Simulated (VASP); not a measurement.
# Na (Fm-3m) in VASP: a series of runs

Na is run at these levels: PBE; tasks: single point.

Program: VASP 6.6.1. These are calculated values, not measurements. Logs are shortened: lines on timing, memory, paths and dates and some standing lists are left out, and cuts for length are marked.

## Step 1: The cell of the first run

It takes space group Fm-3m (No. 225, cubic). The conventional cell has a = 5.294 Å, b = 5.294 Å, c = 5.294 Å, α = 90.00°, β = 90.00°, γ = 90.00°. Within 4.9 Å of Na (site symmetry m-3m) lie 12 Na at 3.74 Å.

## Step 2: Single point, PBE

File INCAR:

```
ALGO = Normal ; EDIFF = 1E-6
ENCUT = 520 ; GGA = PE
ISIF = 2 ; ISMEAR = -1
LASPH = T ; LCHARG = F
LREAL = F ; LWAVE = F
NBANDS = 10 ; NELM = 60
PREC = Accurate ; SIGMA = 0.1
```

File KPOINTS:

```
k-points
0
Gamma
  5 5 5
```

File POSCAR:

```
Na
1.0
    0.0000000000      2.6468509226      2.6468509226
    2.6468509226      0.0000000000      2.6468509226
    2.6468509226      2.6468509226      0.0000000000
Na
1
Direct
    0.0000000000      0.0000000000      0.0000000000
```

Potentials or basis: VASP PAW PBE potentials, release 64 (Na_pv).

Started as:

```bash
cat potpaw_PBE.64/Na_pv/POTCAR > POTCAR
mpirun -np 1 vasp_std > vasp.out
```

OUTCAR:

```text
EDIFF = 1E-6
   ENCUT = 520
   GGA = PE
   ISIF = 2
   ISMEAR = -1
   LASPH = T
   LREAL = F
   NELM = 60
   PREC = Accurate

 ion  position               nearest neighbor table
   1  0.000  0.000  0.000-

  LATTYP: Found a face centered cubic cell.
 ALAT       =     5.2937018452

  Lattice vectors:

 A1 = (   0.0000000000,   2.6468509226,   2.6468509226)
 A2 = (   2.6468509226,   0.0000000000,   2.6468509226)
 A3 = (   2.6468509226,   2.6468509226,   0.0000000000)

Analysis of symmetry for initial positions (statically):
=====================================================================
 Subroutine PRICEL returns:
 Original cell was already a primitive cell.

 Routine SETGRP: Setting up the symmetry group for a
 face centered cubic supercell.

 Subroutine GETGRP returns: Found 48 space group operations
 (whereof 48 operations were pure point group operations)
 out of a pool of 48 trial point group operations.

The static configuration has the point symmetry O_h .

Analysis of symmetry for dynamics (positions and initial velocities):
=====================================================================
 Subroutine PRICEL returns:
 Original cell was already a primitive cell.

 Routine SETGRP: Setting up the symmetry group for a
 face centered cubic supercell.

 Subroutine GETGRP returns: Found 48 space group operations
 (whereof 48 operations were pure point group operations)
 out of a pool of 48 trial point group operations.

The dynamic configuration has the point symmetry O_h .

 Subroutine INISYM returns: Found 48 space group operations
 (whereof 48 operations are pure point group operations),
 and found     1 'primitive' translations

----------------------------------------------------------------------------------------

                                     Primitive cell

  volume of cell :      37.0867

  direct lattice vectors                    reciprocal lattice vectors
     0.000000000  2.646850923  2.646850923    -0.188903725  0.188903725  0.188903725
     2.646850923  0.000000000  2.646850923     0.188903725 -0.188903725  0.188903725
     2.646850923  2.646850923  0.000000000     0.188903725  0.188903725 -0.188903725

  length of vectors
     3.743212472  3.743212472  3.743212472     0.327190850  0.327190850  0.327190850

  position of ions in fractional coordinates (direct lattice)
     0.000000000  0.000000000  0.000000000

  ion indices of the primitive-cell ions
   primitive index   ion index
                 1           1

----------------------------------------------------------------------------------------

 KPOINTS: k-points

Automatic generation of k-mesh.
 Grid dimensions read from file:
 generate k-points for:    5    5    5

 Generating k-lattice:

  Cartesian coordinates                     Fractional coordinates (reciprocal lattice)
    -0.037780745  0.037780745  0.037780745     0.200000000  0.000000000  0.000000000
     0.037780745 -0.037780745  0.037780745     0.000000000  0.200000000  0.000000000
     0.037780745  0.037780745 -0.037780745     0.000000000  0.000000000  0.200000000

  Length of vectors
     0.065438170  0.065438170  0.065438170

  Shift w.r.t. Gamma in fractional coordinates (k-lattice)
     0.000000000  0.000000000  0.000000000

 Subroutine IBZKPT returns following result:
 ===========================================

 Found     10 irreducible k-points:

 Following reciprocal coordinates:
            Coordinates               Weight
  0.000000  0.000000  0.000000      1.000000
  0.200000  0.000000  0.000000      8.000000
  0.400000  0.000000  0.000000      8.000000
  0.200000  0.200000  0.000000      6.000000
  0.400000  0.200000  0.000000     24.000000
 -0.400000  0.200000  0.000000     24.000000
 -0.200000  0.200000  0.000000     12.000000
  0.400000  0.400000  0.000000      6.000000
 -0.400000  0.400000  0.000000     12.000000
 -0.400000  0.400000  0.200000     24.000000
   k-points           NKPTS =     10   k-points in BZ     NKDIM =     10   number of bands    NBANDS=     10
   number of dos      NEDOS =    301   number of ions     NIONS =      1
   total plane-waves  NPLWV =  21952
   dimension x,y,z NGX =    28 NGY =   28 NGZ =   28
   dimension x,y,z NGXF=    56 NGYF=   56 NGZF=   56
   ions per type =               1
   NGX,Y,Z   is equivalent  to a cutoff of  12.44, 12.44, 12.44 a.u.
   NGXF,Y,Z  is equivalent  to a cutoff of  24.87, 24.87, 24.87 a.u.
 SYSTEM =  unknown system
   PREC   = accura    normal or accurate (medium, high low for compatibility)
   ISTART =      0    job   : 0-new  1-cont  2-samecut
   ICHARG =      2    charge: 1-file 2-atom 10-const
   ISPIN  =      1    spin polarized calculation?
   LNONCOLLINEAR =      F non collinear calculations
   LSORBIT =      F    spin-orbit coupling
   LASPH  =      T    aspherical Exc in radial PAW
   ENCUT  =  520.0 eV  38.22 Ry    6.18 a.u.   6.96  6.96  6.96*2*pi/ulx,y,z
   NELM   =     60;   NELMIN=  2; NELMDL= -5     # of ELM steps
   EDIFF  = 0.1E-05   stopping-criterion for ELM
   LREAL  =      F    real-space projection
   EDIFFG = 0.1E-04   stopping-criterion for IOM
   NSW    =      0    number of steps for IOM
   IBRION =     -1    ionic relax: 0-MD 1-quasi-New 2-CG
   NFREE  =      0    steps in history (QN), initial steepest desc. (CG)
   ISIF   =      2    stress and relaxation
   ISYM   =      2    0-nonsym 1-usesym 2-fastsym
   POTIM  = 0.5000    time-step for ionic-motion
   TEBEG  =    0.0;   TEEND  =   0.0 temperature during run
   PSTRESS=    0.0 pullay stress
   NELECT =       7.0000    total number of electrons
   NUPDOWN=      -1.0000    fix difference up-down
   EMIN   =  10.00;   EMAX   =-10.00  energy-range for DOS
   EFERMI =   0.00;   METHOD = LEGACY
   ISMEAR =    -1;   SIGMA  =   0.10  broadening in eV -4-tet -1-fermi 0-gaus
   EFERMI_NEDOS =   21; number of points for ismear=-14 and -15
   IALGO  =     38    algorithm
   IMIX   =      4    mixing-type and parameters
     AMIX     =   0.40;   BMIX     =  1.00
     AMIX_MAG =   1.60;   BMIX_MAG =  1.00
  volume/ion in A,a.u.               =      37.09       250.27
  Fermi-wavevector in a.u.,A,eV,Ry     =   0.939077  1.774599 11.998519  0.881866
  Thomas-Fermi vector in A             =   2.066353
   LORBIT       =      0    0 simple, 1 ext, 2 COOP (PROOUT), +10 PAW based schemes
   GGA     = PE    functional components
   LHFCALC =     F    Hartree Fock is set to
   AEXX    =    0.0000 exact exchange contribution
   IVDW    =     0    specifies the selected vdW correction
   LEPSILON=     F    determine dielectric tensor
   LRPA    =     F    only Hartree local field effects (RPA)
 non-spin polarized calculation
  energy-cutoff  :      520.00
  volume of cell :       37.09
 maximum number of plane-waves:      1006
   NGX = 13   NGY = 13   NGZ = 13

 number of electron       6.9999994 magnetization

 Free energy of the ion-electron system (eV)
  ---------------------------------------------------
  ext. energy  EPLUGINS =         0.00000000
  ---------------------------------------------------
  free energy    TOTEN  =        -1.36070425 eV

  energy without entropy =       -1.35311233  energy(sigma->0) =       -1.35690829

 E-fermi :   0.5170     XC(G=0):  -6.5005

 val. band max:        0.4894415609   @ k =   0.4000   0.4000   0.0000
 cond. band min:       1.0852377569   @ k =  -0.4000   0.2000   0.0000
 fundamental gap:      0.5957961960
 Fermi energy:         0.5170490248

 k-point     1 :       0.0000    0.0000    0.0000
  band No.  band energies     occupation
      1     -24.5694      2.00000
      2     -24.5694      2.00000
      3     -24.5694      2.00000
      4      -2.9504      2.00000
      5      11.4188      0.00000
      6      11.4188      0.00000
      7      11.4188      0.00000
      8      12.5170      0.00000
      9      12.9915      0.00000
     10      12.9915      0.00000

 k-point     2 :       0.2000    0.0000    0.0000
  band No.  band energies     occupation
      1     -24.5816      2.00000
      2     -24.5711      2.00000
      3     -24.5711      2.00000
      4      -2.2879      2.00000
      5       6.9846      0.00000
      6      10.7040      0.00000
      7      10.7040      0.00000
      8      11.9617      0.00000
      9      13.6413      0.00000
     10      13.6413      0.00000

 k-point     3 :       0.4000    0.0000    0.0000
  band No.  band energies     occupation
      1     -24.6010      2.00000
      2     -24.5738      2.00000
      3     -24.5738      2.00000
      4      -0.3506      1.99966
      5       2.8022      0.00000
      6      10.4222      0.00000
      7      10.4222      0.00000
      8      11.5362      0.00000
      9      11.8181      0.00000
     10      11.8181      0.00000

 k-point     4 :       0.2000    0.2000    0.0000
  band No.  band energies     occupation
      1     -24.5811      2.00000
      2     -24.5739      2.00000
      3     -24.5739      2.00000
      4      -2.0689      2.00000
      5       8.5059      0.00000
      6       9.0958      0.00000
      7       9.0958      0.00000
      8       9.7429      0.00000
      9      11.6831      0.00000
     10      16.8589      0.00000

 k-point     5 :       0.4000    0.2000    0.0000
  band No.  band energies     occupation
      1     -24.5952      2.00000
      2     -24.5783      2.00000
      3     -24.5769      2.00000
      4      -0.5614      1.99996
      5       4.5854      0.00000
      6       7.5342      0.00000
      7       8.5527      0.00000
      8       9.3606      0.00000
      9      13.1465      0.00000
     10      15.2316      0.00000

 k-point     6 :      -0.4000    0.2000    0.0000
  band No.  band energies     occupation
      1     -24.5997      2.00000
      2     -24.5829      2.00000
      3     -24.5761      2.00000
      4       1.0852      0.00679
      5       2.2083      0.00000
      6       6.3069      0.00000
      7       9.1006      0.00000
      8       9.9275      0.00000
      9      13.9084      0.00000
     10      14.9882      0.00000

 k-point     7 :      -0.2000    0.2000    0.0000
  band No.  band energies     occupation
      1     -24.5907      2.00000
      2     -24.5792      2.00000
      3     -24.5725      2.00000
      4      -1.2022      2.00000
      5       5.6110      0.00000
      6       6.5525      0.00000
      7      10.7582      0.00000
      8      11.6947      0.00000
      9      13.1107      0.00000
     10      14.3018      0.00000

 k-point     8 :       0.4000    0.4000    0.0000
  band No.  band energies     occupation
      1     -24.5993      2.00000
      2     -24.5811      2.00000
      3     -24.5811      2.00000
      4       0.4894      1.13717
      5       4.5952      0.00000
      6       6.8073      0.00000
      7       7.6479      0.00000
      8       7.6479      0.00000
      9       9.6593      0.00000
     10      19.2082      0.00000

 k-point     9 :      -0.4000    0.4000    0.0000
  band No.  band energies     occupation
      1     -24.5986      2.00000
      2     -24.5874      2.00000
      3     -24.5805      2.00000
      4       2.4837      0.00000
      5       2.9338      0.00000
      6       3.9998      0.00000
      7       7.8302      0.00000
      8       8.3622      0.00000
      9      12.3907      0.00000
     10      18.3240      0.00000

 k-point    10 :      -0.4000    0.4000    0.2000
  band No.  band energies     occupation
      1     -24.5958      2.00000
      2     -24.5877      2.00000
      3     -24.5800      2.00000
      4       1.3074      0.00074
      5       4.0370      0.00000
      6       4.6302      0.00000
      7       5.9838      0.00000
      8      12.0593      0.00000
      9      13.3854      0.00000
     10      13.7004      0.00000

------------------------ aborting loop because EDIFF is reached ----------------------------------------

  FORCE on cell =-STRESS in cart. coord.  units (eV):
  Direction    XX          YY          ZZ          XY          YZ          ZX
  --------------------------------------------------------------------------------------
  -------------------------------------------------------------------------------------
  Total       -0.0339253     -0.0339253     -0.0339253      0.0000000      0.0000000     -0.0000000
  in kB       -1.4656029     -1.4656029     -1.4656029      0.0000000      0.0000000     -0.0000000
  external PRESSURE =      -1.4656029 kB  Pullay stress =       0.0000000 kB

 VOLUME and BASIS-vectors are now :
 -----------------------------------------------------------------------------
  energy-cutoff  :      520.00
  volume of cell :       37.09
      direct lattice vectors                 reciprocal lattice vectors
     0.000000000  2.646850923  2.646850923    -0.188903725  0.188903725  0.188903725
     2.646850923  0.000000000  2.646850923     0.188903725 -0.188903725  0.188903725
     2.646850923  2.646850923  0.000000000     0.188903725  0.188903725 -0.188903725

 POSITION                                       TOTAL-FORCE (eV/Angst)
 -----------------------------------------------------------------------------------
      0.00000      0.00000      0.00000         0.000000      0.000000     -0.000000
 -----------------------------------------------------------------------------------
    total drift:                               -0.000000     -0.000000     -0.000000

  FREE ENERGIE OF THE ION-ELECTRON SYSTEM (eV)
  ---------------------------------------------------
  free  energy   TOTEN  =        -1.3607042494 eV

  energy  without entropy=       -1.3531123285  energy(sigma->0) =       -1.35690829
```

Wall time 2.9 s (1 thread of Intel Xeon 6975P-C, shared host); peak memory 0.14 GiB.

Results:

```yaml
Free_energy: -1.3607 eV
Pressure: -0.1 GPa
```

Caveat: the k points lie up to 0.41 Å⁻¹ apart.

## Step 3: Single point, PBE (volume scaled by 0.88)

File INCAR:

```
SYSTEM = Na
PREC = Accurate
ENCUT = 520
EDIFF = 1E-6
ISMEAR = -1
SIGMA = 0.1
LREAL = .False.
LASPH = .True.
NELM = 100
ALGO = Normal
ISIF = 2
LWAVE = .False.
LCHARG = .False.
GGA = PE
NBANDS = 10
```

File KPOINTS:

```
Automatic mesh
0
Gamma
  17 17 17
  0 0 0
```

File POSCAR:

```
Na
1.0
    0.0000000000      2.5364350207      2.5364350207
    2.5364350207      0.0000000000      2.5364350207
    2.5364350207      2.5364350207      0.0000000000
Na
1
Direct
    0.0000000000      0.0000000000      0.0000000000
```

Potentials or basis: VASP PAW PBE potentials, release 64 (Na_pv).

Started as:

```bash
cat potpaw_PBE.64/Na_pv/POTCAR > POTCAR
mpirun -np 1 vasp_std > vasp.out
```

It took 19 s on 1 thread of Intel Xeon Platinum 8559C (Emerald Rapids), shared host; peak memory 0.17 GiB.

The run converged. Its results:

| Property | Result |
| --- | --- |
| Free energy | -1.3031 eV |
| Pressure | 1.2 GPa |

Levels at points of the mesh, in eV from the Fermi level:
```
           k point  band 1  band 2  band 3  band 4  band 5  band 6  band 7  band 8
(0.00, 0.00, 0.00)  -24.81  -24.81  -24.81   -3.56   11.89   11.89   11.89   13.09
```

## Step 4: Single point, PBE (volume scaled by 0.92)

File INCAR:

```
PREC = Accurate ; ENCUT = 520
EDIFF = 1E-6 ; ISMEAR = -1
SIGMA = 0.1 ; LREAL = F
LASPH = T ; NELM = 100
ALGO = Normal ; ISIF = 2
LWAVE = F ; LCHARG = F
GGA = PE ; NBANDS = 10
```

File KPOINTS:

```
Automatic mesh
0
Gamma
  17 17 17
```

File POSCAR:

```
Na
1.0
    0.0000000000      2.5742978419      2.5742978419
    2.5742978419      0.0000000000      2.5742978419
    2.5742978419      2.5742978419      0.0000000000
Na
1
Direct
    0.0000000000      0.0000000000      0.0000000000
```

Started as:

```bash
cat potpaw_PBE.64/Na_pv/POTCAR > POTCAR
mpirun -np 1 vasp_std > vasp.out
```

It took 16 s on 1 thread of Intel Xeon Platinum 8559C (Emerald Rapids), shared host; peak memory 0.17 GiB.

It converged, with:

```
Free energy : -1.3125 eV
Pressure    : 0.7 GPa
```

Levels at points of the mesh, in eV from the Fermi level:
| k point | band 1 | band 2 | band 3 | band 4 | band 5 | band 6 | band 7 | band 8 | band 9 |
| --- | --- | --- | --- | --- | --- | --- | --- | --- | --- |
| (0.00, 0.00, 0.00) | -24.84 | -24.84 | -24.84 | -3.46 | 11.61 | 11.61 | 11.61 | 12.77 | 13.44 |

## Step 5: The runs side by side

| cell | k mesh | gap on the mesh (eV) | pressure (GPa) |
| --- | --- | --- | --- |
| a = 3.743 Å, angles 60.0°, 1 atom | 5 × 5 × 5 | none | -0.1 |
| a = 3.587 Å, angles 60.0°, 1 atom | 17 × 17 × 17 | none | 1.2 |
| a = 3.641 Å, angles 60.0°, 1 atom | 17 × 17 × 17 | none | 0.7 |

Alike in all rows: task single point; level PBE; potentials or basis VASP PAW PBE potentials, release 64 (Na_pv); no spin polarisation; cutoff (eV) 520; smearing fermi-dirac 0.1 eV.

Caveats: some runs use coarse meshes.

Total energies depend on the potentials used, so only differences within one code and one set of settings carry meaning.
